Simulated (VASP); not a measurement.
# Mg5O (F-43m) in VASP: further runs

The runs below take Mg5O through relaxation of cell and atoms, single point, with PBE.

Everything below comes from runs of VASP 6.6.1. Logs are shortened: lines on timing, memory, paths and dates and some standing lists are left out, and cuts for length are marked.

**1. The cell of the first run**

It takes space group F-43m (No. 216, cubic). The conventional cell has a = 7.329 Å, b = 7.329 Å, c = 7.329 Å, α = 90.00°, β = 90.00°, γ = 90.00°. Mg (site symmetry 3m) has 9 Mg at 2.58 to 3.04 Å and 3 O at 3.04 Å within 3.4 Å. Mg (site symmetry -43m) has 12 Mg at 3.04 Å and 4 O at 3.17 Å within 4.0 Å. Within 4.0 Å of O (site symmetry -43m) lie 16 Mg at 3.04 to 3.17 Å.

The cell was built from a structure type or drawn by symmetry, and may not be a known phase.

**2. Relaxation of cell and atoms, PBE, collinear spin, ferromagnetic start**

INCAR reads:

```
SYSTEM = Mg5O
PREC     = Accurate       ! precision mode
ENCUT    = 600            ! plane-wave cutoff, eV
EDIFF    = 1E-6           ! SCF threshold, eV
ISMEAR   = 0              ! smearing method
SIGMA    = 0.1            ! smearing width, eV
LREAL    = .FALSE.        ! projectors in reciprocal space
LASPH    = .TRUE.         ! aspherical terms in the spheres
NELM     = 150            ! most SCF steps
ALGO     = Normal         ! electronic algorithm
ISIF     = 3              ! what is computed and relaxed
LWAVE    = .FALSE.        ! write WAVECAR
LCHARG   = .FALSE.        ! write CHGCAR
ISPIN    = 2              ! spin polarisation
MAGMOM   = 0 0 0 0 0 1    ! initial moments
LORBIT   = 11             ! projections on sites
GGA      = PE             ! functional
IBRION   = 2              ! ionic algorithm
NSW      = 90             ! ionic steps
EDIFFG   = -0.04          ! ionic threshold
```

KPOINTS reads:

```
Automatic mesh
0
G
  4 4 4
  0 0 0
```

POSCAR reads:

```
Mg5O
1.0
    0.0000000000      3.6644584700      3.6644584700
    3.6644584700      0.0000000000      3.6644584700
    3.6644584700      3.6644584700      0.0000000000
Mg O
5 1
Direct
    0.3727328200      0.8757557300      0.8757557300
    0.8757557300      0.3727328200      0.8757557300
    0.8757557300      0.8757557300      0.3727328200
    0.8757557300      0.8757557300      0.8757557300
    0.5000000000      0.5000000000      0.5000000000
    0.2500000000      0.2500000000      0.2500000000
```

Potentials or basis: VASP PAW PBE potentials, release 64 (Mg, O).

The run is started by

```console
$ cat potpaw_PBE.64/Mg/POTCAR potpaw_PBE.64/O/POTCAR > POTCAR
$ mpirun -np 1 vasp_std > vasp.out
```

OUTCAR:

```text
SYSTEM = Mg5O
   PREC = Accurate
   ENCUT = 600
   EDIFF = 1E-6
   ISMEAR = 0
   LREAL = .FALSE.
   LASPH = .TRUE.
   NELM = 150
   ISIF = 3
   ISPIN = 2
   LORBIT = 11
   GGA = PE
   IBRION = 2
   NSW = 90
   EDIFFG = -0.04

 ion  position               nearest neighbor table
   1  0.373  0.876  0.876-   2 2.58   3 2.58   4 2.58   4 2.61   3 2.61   2 2.61   5 3.04   5 3.04
                             5 3.04
   2  0.876  0.373  0.876-   1 2.58   3 2.58   4 2.58   3 2.61   4 2.61   1 2.61   5 3.04   5 3.04
                             5 3.04
   3  0.876  0.876  0.373-   1 2.58   2 2.58   4 2.58   4 2.61   2 2.61   1 2.61   5 3.04   5 3.04
                             5 3.04
   4  0.876  0.876  0.876-   1 2.58   2 2.58   3 2.58   3 2.61   2 2.61   1 2.61   5 3.04   5 3.04
                             5 3.04
   5  0.500  0.500  0.500-   1 3.04   2 3.04   1 3.04   2 3.04   3 3.04   3 3.04   4 3.04   4 3.04
                             4 3.04   1 3.04   2 3.04   3 3.04
   6  0.250  0.250  0.250-

  LATTYP: Found a face centered cubic cell.
 ALAT       =     7.3289169400

  Lattice vectors:

 A1 = (   0.0000000000,   3.6644584700,   3.6644584700)
 A2 = (   3.6644584700,   0.0000000000,   3.6644584700)
 A3 = (   3.6644584700,   3.6644584700,   0.0000000000)

Analysis of symmetry for initial positions (statically):
=====================================================================
 Subroutine PRICEL returns:
 Original cell was already a primitive cell.

 Routine SETGRP: Setting up the symmetry group for a
 face centered cubic supercell.

 Subroutine GETGRP returns: Found 24 space group operations
 (whereof 24 operations were pure point group operations)
 out of a pool of 48 trial point group operations.

The static configuration has the point symmetry T_d .

Analysis of symmetry for dynamics (positions and initial velocities):
=====================================================================
 Subroutine PRICEL returns:
 Original cell was already a primitive cell.

 Routine SETGRP: Setting up the symmetry group for a
 face centered cubic supercell.

 Subroutine GETGRP returns: Found 24 space group operations
 (whereof 24 operations were pure point group operations)
 out of a pool of 48 trial point group operations.

The dynamic configuration has the point symmetry T_d .

Analysis of structural, dynamic, and magnetic symmetry:
=====================================================================
 Subroutine PRICEL returns:
 Original cell was already a primitive cell.

 Routine SETGRP: Setting up the symmetry group for a
 face centered cubic supercell.

 Subroutine GETGRP returns: Found 24 space group operations
 (whereof 24 operations were pure point group operations)
 out of a pool of 48 trial point group operations.

The overall configuration has the point symmetry T_d .

 Subroutine INISYM returns: Found 24 space group operations
 (whereof 24 operations are pure point group operations),
 and found     1 'primitive' translations

----------------------------------------------------------------------------------------

                                     Primitive cell

  volume of cell :      98.4146

  direct lattice vectors                    reciprocal lattice vectors
     0.000000000  3.664458470  3.664458470    -0.136445809  0.136445809  0.136445809
     3.664458470  0.000000000  3.664458470     0.136445809 -0.136445809  0.136445809
     3.664458470  3.664458470  0.000000000     0.136445809  0.136445809 -0.136445809

  length of vectors
     5.182326867  5.182326867  5.182326867     0.236331073  0.236331073  0.236331073

  position of ions in fractional coordinates (direct lattice)
     0.372732820  0.875755730  0.875755730
     0.875755730  0.372732820  0.875755730
     0.875755730  0.875755730  0.372732820
     0.875755730  0.875755730  0.875755730
     0.500000000  0.500000000  0.500000000
     0.250000000  0.250000000  0.250000000

  ion indices of the primitive-cell ions
   primitive index   ion index
                 1           1
                 2           2
                 3           3
                 4           4
                 5           5
                 6           6

----------------------------------------------------------------------------------------

 KPOINTS: Automatic mesh
[... 37 lines left out ...]
   dimension x,y,z NGXF=    84 NGYF=   84 NGZF=   84
   ions per type =               5   1
   NGX,Y,Z   is equivalent  to a cutoff of  13.47, 13.47, 13.47 a.u.
   NGXF,Y,Z  is equivalent  to a cutoff of  26.95, 26.95, 26.95 a.u.
 SYSTEM =  Mg5O
   PREC   = accura    normal or accurate (medium, high low for compatibility)
   ISTART =      0    job   : 0-new  1-cont  2-samecut
   ICHARG =      2    charge: 1-file 2-atom 10-const
   ISPIN  =      2    spin polarized calculation?
   LNONCOLLINEAR =      F non collinear calculations
   LSORBIT =      F    spin-orbit coupling
   LASPH  =      T    aspherical Exc in radial PAW
[... 18 lines left out ...]
   EFERMI_NEDOS =   21; number of points for ismear=-14 and -15
   IALGO  =     38    algorithm
   IMIX   =      4    mixing-type and parameters
     AMIX     =   0.40;   BMIX     =  1.00
     AMIX_MAG =   1.60;   BMIX_MAG =  1.00
  volume/ion in A,a.u.               =      16.40       110.69
  Fermi-wavevector in a.u.,A,eV,Ry     =   0.893501  1.688472 10.862129  0.798344
  Thomas-Fermi vector in A             =   2.015586
   LORBIT       =     11    0 simple, 1 ext, 2 COOP (PROOUT), +10 PAW based schemes
   GGA     = PE    functional components
   LHFCALC =     F    Hartree Fock is set to
   AEXX    =    0.0000 exact exchange contribution
   IVDW    =     0    specifies the selected vdW correction
   LEPSILON=     F    determine dielectric tensor
   LRPA    =     F    only Hartree local field effects (RPA)
 conjugate gradient relaxation of ions
 spin polarized calculation
 Gauss-broadening in eV      SIGMA  =   0.10
  energy-cutoff  :      600.00
  volume of cell :       98.41
 maximum number of plane-waves:      3327
 NGX is ok and might be reduce to    42
   NGX = 21   NGY = 21   NGZ = 21

--------------------------------------- Ionic step        1  -------------------------------------------

 number of electron      16.0000003 magnetization       1.4362082

 Free energy of the ion-electron system (eV)
  ---------------------------------------------------
  ext. energy  EPLUGINS =         0.00000000
  ---------------------------------------------------
  free energy    TOTEN  =        -9.29157737 eV

  energy without entropy =       -9.28245298  energy(sigma->0) =       -9.28701517

------------------------ aborting loop because EDIFF is reached ----------------------------------------

  FORCE on cell =-STRESS in cart. coord.  units (eV):
  Direction    XX          YY          ZZ          XY          YZ          ZX
  --------------------------------------------------------------------------------------
  -------------------------------------------------------------------------------------
  Total       10.9056096     10.9056096     10.9056096     -0.0000000     -0.0000000     -0.0000000
  in kB      177.5420055    177.5420055    177.5420055     -0.0000000     -0.0000000     -0.0000000
  external PRESSURE =     177.5420055 kB  Pullay stress =       0.0000000 kB
[... 187 lines left out ...]
--------------------------------------- Ionic step        6  -------------------------------------------

 number of electron      16.0000002 magnetization       1.4454254

 Free energy of the ion-electron system (eV)
  ---------------------------------------------------
  ext. energy  EPLUGINS =         0.00000000
  ---------------------------------------------------
  free energy    TOTEN  =       -10.73010446 eV

  energy without entropy =      -10.71663560  energy(sigma->0) =      -10.72337003

 E-fermi :   1.9298     XC(G=0):  -8.3884

 val. band max:        1.9227083193   @ k =   0.0000   0.0000   0.0000
 cond. band min:       2.0075340891   @ k =  -0.2500   0.2500   0.0000
 fundamental gap:      0.0848257698
 Fermi energy:         1.9297593142

 spin component 1

 k-point     1 :       0.0000    0.0000    0.0000
  band No.  band energies     occupation
      1     -14.4533      1.00000
      2      -4.3376      1.00000
      3      -0.2916      1.00000
      4      -0.2916      1.00000
      5      -0.2916      1.00000
      6       0.6869      1.00000
      7       1.9227      0.53972
      8       1.9227      0.53972
      9       1.9227      0.53972
     10       2.7568      0.00000
     11       3.0441      0.00000
     12       3.0441      0.00000
     13       3.0441      0.00000
[... 97 lines left out ...]
 k-point     8 :      -0.2500    0.5000    0.2500
  band No.  band energies     occupation
      1     -14.4448      1.00000
      2      -2.5961      1.00000
      3      -2.4458      1.00000
      4      -1.9369      1.00000
      5      -0.1101      1.00000
      6       0.0817      1.00000
      7       0.4429      1.00000
      8       0.7417      1.00000
      9       2.3704      0.00000
     10       3.3826      0.00000
     11       3.8000      0.00000
     12       4.3584      0.00000
     13       6.0839      0.00000
 Fermi energy:         1.9297593142

 spin component 2

 k-point     1 :       0.0000    0.0000    0.0000
  band No.  band energies     occupation
      1     -13.4538      1.00000
      2      -4.0864      1.00000
      3       0.4124      1.00000
      4       0.4124      1.00000
      5       0.4124      1.00000
      6       0.7690      1.00000
      7       2.2793      0.00000
      8       2.2793      0.00000
      9       2.2793      0.00000
     10       2.8672      0.00000
     11       3.3942      0.00000
     12       3.3942      0.00000
     13       3.3942      0.00000
[... 143 lines left out ...]
  FREE ENERGIE OF THE ION-ELECTRON SYSTEM (eV)
  ---------------------------------------------------
  free  energy   TOTEN  =       -10.7301044575 eV

  energy  without entropy=      -10.7166355991  energy(sigma->0) =      -10.72337003

 reached required accuracy - stopping structural energy minimisation

 total charge

# of ion       s       p       d       tot
------------------------------------------
    1        0.229   0.133   0.013   0.375
    2        0.229   0.133   0.013   0.375
    3        0.229   0.133   0.013   0.375
    4        0.229   0.133   0.013   0.375
    5        0.218   0.091   0.007   0.316
    6        1.602   3.106   0.000   4.708
--------------------------------------------------
tot          2.735   3.729   0.059   6.523

 magnetization (x)

# of ion       s       p       d       tot
------------------------------------------
    1        0.018   0.012   0.002   0.032
    2        0.018   0.012   0.002   0.032
    3        0.018   0.012   0.002   0.032
    4        0.018   0.012   0.002   0.032
    5       -0.001   0.027   0.002   0.028
    6        0.007   0.521   0.000   0.528
--------------------------------------------------
tot          0.078   0.596   0.010   0.684
```

Run time: 3.8 min. Hardware: 1 thread of Intel Xeon Platinum 8488C (Sapphire Rapids), shared host; peak memory 0.32 GiB.

What came out:

```
Free energy                                           : -10.7301 eV
Relaxed volume                                        : 21.79 Å³/atom
Relaxed cell                                          : a = 5.697 Å, b = 5.697 Å, c = 5.697 Å, α = 60.00°, β = 60.00°, γ = 60.00°
Space group after relaxing (to 0.1 Å)                 : F-43m (No. 216)
Energy gained by relaxing                             : 239.8 meV/atom
Ionic steps                                           : 6
Pressure after relaxing                               : 0.2 GPa
Largest force after relaxing                          : 0.009 eV/Å
Net moment                                            : 1.45 μB per cell
Site moments                                          : Mg +0.03; O +0.53 μB
Valence electrons inside the program's atomic spheres : Mg 0.38, 0.32 (each value once); O 4.71
```

Forces on the atoms (eV/Å):
```
Mg   0.005 -0.005 -0.005
Mg  -0.005  0.005 -0.005
Mg  -0.005 -0.005  0.005
Mg   0.005  0.005  0.005
Mg   0.000  0.000  0.000
O    0.000  0.000  0.000
```

The path:
| step | energy change (eV) | largest force (eV/Å) | pressure (GPa) | volume (Å³) |
| --- | --- | --- | --- | --- |
| 1 | 0.0000 | 0.2597 | 17.75 | 98.41 |
| 2 | -1.4189 | 0.0678 | 1.37 | 126.64 |
| 3 | -1.4362 | 0.0950 | -0.36 | 132.75 |
| 4 | -1.4379 | 0.0896 | 0.01 | 131.35 |
| 5 | -1.4376 | 0.0867 | 0.20 | 130.63 |
| 6 | -1.4385 | 0.0094 | 0.18 | 130.71 |

Final structure:
```cif
data_structure
_symmetry_space_group_name_H-M 'P 1'
_symmetry_Int_Tables_number 1
_cell_length_a 5.6965
_cell_length_b 5.6965
_cell_length_c 5.6965
_cell_angle_alpha 60.000
_cell_angle_beta 60.000
_cell_angle_gamma 60.000
_cell_volume 130.71
loop_
_atom_site_label
_atom_site_type_symbol
_atom_site_fract_x
_atom_site_fract_y
_atom_site_fract_z
_atom_site_occupancy
Mg1 Mg 0.37509 0.87497 0.87497 1
Mg2 Mg 0.87497 0.37509 0.87497 1
Mg3 Mg 0.87497 0.87497 0.37509 1
Mg4 Mg 0.87497 0.87497 0.87497 1
Mg5 Mg 0.50000 0.50000 0.50000 1
O1 O 0.25000 0.25000 0.25000 1
```

Caveat: the k points lie up to 0.34 Å⁻¹ apart in the final cell; the volume moved by over 15 % at a fixed basis, so the end points are rough.

**3. Single point, PBE, collinear spin, ferromagnetic start**

This run uses another cell than the first one, of 21.83 Å³/atom.

INCAR reads:

```
PREC = Accurate ; ENCUT = 520
EDIFF = 1E-7 ; ISMEAR = 0
SIGMA = 0.1 ; LREAL = False
LASPH = True ; NELM = 150
ALGO = Normal ; ISIF = 2
LWAVE = False ; LCHARG = False
ISPIN = 2 ; MAGMOM = 0 0 0 0 0 0.69
LORBIT = 11 ; GGA = PE
NBANDS = 21
```

KPOINTS reads:

```
Automatic mesh
0
Gamma
  8 8 8
```

POSCAR reads:

```
Mg5O
1.0
    0.0000000000      4.0309761904      4.0309761904
    4.0309761904      0.0000000000      4.0309761904
    4.0309761904      4.0309761904      0.0000000000
Mg O
5 1
Direct
    0.1249706255      0.1249706255      0.6250881235
    0.6250881235      0.1249706255      0.1249706255
    0.1249706255      0.1249706255      0.1249706255
    0.1249706255      0.6250881235      0.1249706255
    0.5000000000      0.5000000000      0.5000000000
    0.7500000000      0.7500000000      0.7500000000
```

Potentials or basis: VASP PAW PBE potentials, release 64 (Mg, O).

The run is started by

```console
$ cat potpaw_PBE.64/Mg/POTCAR potpaw_PBE.64/O/POTCAR > POTCAR
$ mpirun -np 1 vasp_std > vasp.out
```

Run time: 3.5 min. Hardware: 1 thread of Intel Xeon Platinum 8488C (Sapphire Rapids), shared host; peak memory 0.37 GiB.

Results (log left out):

| Quantity | Value |
| --- | --- |
| Free energy | -10.7492 eV |
| Pressure | -0.1 GPa |
| Largest force | 0.006 eV/Å |
| Band gap on the k mesh | zero (filled and empty bands overlap) |
| Net moment | 0.00 μB per cell |
| Valence electrons inside the program's atomic spheres | Mg 0.37, 0.32 (each value once); O 4.71 |

Forces in eV/Å, atoms in the order of the input:
```
Mg  -0.003 -0.003  0.003
Mg   0.003 -0.003 -0.003
Mg   0.003  0.003  0.003
Mg  -0.003  0.003 -0.003
Mg   0.000  0.000  0.000
O    0.000  0.000  0.000
```

Levels at points of the mesh, in eV from the Fermi level:
Spin up:
| k point | band 5 | band 6 | band 7 | band 8 | band 9 | band 10 | band 11 | band 12 |
| --- | --- | --- | --- | --- | --- | --- | --- | --- |
| (0.00, 0.00, 0.00) | -1.69 | -1.22 | 0.18 | 0.18 | 0.18 | 0.88 | 1.29 | 1.29 |
| (0.50, 0.00, 0.00) | -1.84 | -1.65 | -0.51 | -0.39 | -0.39 | 1.56 | 1.56 | 2.21 |
| (0.50, 0.50, 0.00) | -2.53 | -2.25 | -0.52 | 0.10 | 0.10 | 0.34 | 4.17 | 4.21 |
Spin down:
```csv
k point,band 4,band 5,band 6,band 7,band 8,band 9,band 10,band 11,band 12,band 13
"(0.00, 0.00, 0.00)",-1.69,-1.69,-1.22,0.18,0.18,0.18,0.88,1.29,1.29,1.29
"(0.50, 0.00, 0.00)",-1.84,-1.84,-1.65,-0.51,-0.39,-0.39,1.56,1.56,2.21,4.04
"(0.50, 0.50, 0.00)",-2.54,-2.54,-2.25,-0.52,0.10,0.10,0.34,4.17,4.21,4.22
```

Caveat: semilocal functionals underestimate gaps, so a narrow gap can read as zero.

**4. Single point, PBE**

INCAR reads:

```
ALGO = Normal
EDIFF = 1E-6
ENCUT = 600
GGA = PE
GGA_COMPAT = False
ISIF = 2
ISMEAR = 0
LASPH = True
LCHARG = False
LREAL = False
LWAVE = False
NBANDS = 17
NELM = 120
PREC = Accurate
SIGMA = 0.1
```

KPOINTS reads:

```
k-points
0
Gamma
  4 4 4
```

POSCAR reads:

```
Mg5O
1.0
    0.0000000000      3.6644584700      3.6644584700
    3.6644584700      0.0000000000      3.6644584700
    3.6644584700      3.6644584700      0.0000000000
Mg O
5 1
Direct
    0.3727328200      0.8757557300      0.8757557300
    0.8757557300      0.3727328200      0.8757557300
    0.8757557300      0.8757557300      0.3727328200
    0.8757557300      0.8757557300      0.8757557300
    0.5000000000      0.5000000000      0.5000000000
    0.2500000000      0.2500000000      0.2500000000
```

The run is started by

```console
$ cat potpaw_PBE.64/Mg/POTCAR potpaw_PBE.64/O/POTCAR > POTCAR
$ mpirun -np 1 vasp_std > vasp.out
```

Run time: 34 s. Hardware: 1 thread of AMD EPYC 7R43 (Zen 3), shared host; peak memory 0.21 GiB.

The run converged. Its results:

- Free energy: -9.2180 eV
- Pressure: 17.8 GPa
- Largest force: 0.248 eV/Å
- Band gap on the k mesh: zero (bands 8 and 9 overlap by 0.56 eV)

Forces on the atoms (eV/Å):
```
Mg  -0.143  0.143  0.143
Mg   0.143 -0.143  0.143
Mg   0.143  0.143 -0.143
Mg  -0.143 -0.143 -0.143
Mg   0.000  0.000  0.000
O    0.000  0.000  0.000
```

Levels at points of the mesh, in eV from the Fermi level:
```
           k point  band 5  band 6  band 7  band 8  band 9  band 10
(0.00, 0.00, 0.00)   -2.63   -1.08    0.18    0.18    0.18     1.59
(0.50, 0.00, 0.00)   -2.81   -1.93   -0.59   -0.35   -0.35     2.06
(0.50, 0.50, 0.00)   -3.46   -2.47   -0.75    0.22    0.22     0.48
```

Caveat: the k points lie up to 0.37 Å⁻¹ apart, too coarse for converged energies and pressures of a metal; semilocal functionals underestimate gaps, so a narrow gap can read as zero.

**5. Overview**

| task | spin | cell | k mesh | cutoff (eV) | gap on the mesh (eV) | pressure (GPa) | moment (μB) | largest force (eV/Å) |
| --- | --- | --- | --- | --- | --- | --- | --- | --- |
| relaxation of cell and atoms | collinear, ferromagnetic start | relaxed from a = 5.182 Å, angles 60.0°, 6 atoms | 4 × 4 × 4 | 600 | none | 0.2 | 1.45 | 0.01 |
| single point | collinear, ferromagnetic start | a = 5.701 Å, angles 60.0°, 6 atoms | 8 × 8 × 8 | 520 | none | -0.1 | 0.00 | 0.01 |
| single point | off | a = 5.182 Å, angles 60.0°, 6 atoms | 4 × 4 × 4 | 600 | none | 17.8 | - | 0.25 |

Alike in all rows: level PBE; potentials or basis VASP PAW PBE potentials, release 64 (Mg, O); smearing gaussian 0.1 eV.

Caveats: some runs use coarse meshes; semilocal functionals underestimate gaps, so a narrow gap can read as zero (at least some runs); the volume moved by over 15 % at a fixed basis, so the end points are rough (at least some runs).

Absolute energies hang on the potentials; compare differences alone.
